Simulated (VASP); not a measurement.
Write the native input for VASP 6.6.1 that does the following.

| Quantity | Value |
| --- | --- |
| Task | relaxation of cell and atoms |
| Functional | PBEsol |
| Potentials or basis | VASP PAW PBE potentials, release 64 (Si) |
| Cutoff | 600 eV |
| k mesh | 22 × 22 × 12 |
| Occupations | fermi-dirac, width 0.1 eV |
| Spin | no spin polarisation |
| Target pressure | 10 GPa |
| Dipole correction | no |
| Further INCAR settings | ALGO = Normal; EDIFF = 1e-06; IBRION = 2; EDIFFG = -0.002; NSW = 100; ISIF = 3 |

The structure of Si lies in POSCAR:

```
Si
1.0
    2.6607869609      0.0000000000      0.0000000000
   -1.3303934804      2.3043091022      0.0000000000
    0.0000000000      0.0000000000      4.5590169656
Si
2
Direct
    0.3333333333      0.6666666667      0.2500000000
    0.6666666667      0.3333333333      0.7500000000
```

This isn't the form of Si at room conditions, which is diamond.

One way to write it, as run:

INCAR

```
PREC = Accurate ; ENCUT = 600
EDIFF = 1E-6 ; ISMEAR = -1
SIGMA = 0.1 ; LREAL = False
LASPH = True ; NELM = 60
ALGO = Normal ; ISIF = 3
LWAVE = False ; LCHARG = False
GGA = PS ; IBRION = 2
NSW = 100 ; EDIFFG = -0.002
PSTRESS = 100.0
```

KPOINTS

```
regular mesh
0
Gamma
  22 22 12
```

Potentials or basis: VASP PAW PBE potentials, release 64 (Si).

The run is started by

```console
$ cat potpaw_PBE.64/Si/POTCAR > POTCAR
$ mpirun -np 1 vasp_std > vasp.out
```

It gave:

```json
{
  "Relaxed volume": "12.82 Å³/atom",
  "Relaxed cell": "a = 2.592 Å, b = 2.592 Å, c = 4.408 Å, α = 90.00°, β = 90.00°, γ = 120.00°",
  "Space group after relaxing (to 0.1 Å)": "P6_3/mmc (No. 194)",
  "Energy change on relaxing (the run minimises the enthalpy)": "+33.7 meV/atom",
  "Ionic steps": "9",
  "Pressure after relaxing": "10.0 GPa",
  "Band gap on the k mesh": "zero (bands 4 and 5 overlap by 13.49 eV)"
}
```

Caveat: the cell is relaxed towards a set pressure, so the run minimises the enthalpy, not the energy; the PAW data sets were made with another functional, which shifts forces and pressure a little.

Run time: 2.4 min on 1 thread of Intel(R) Xeon(R) Platinum 8488C (Sapphire Rapids), with other jobs on the host, peak memory 0.21 GiB.
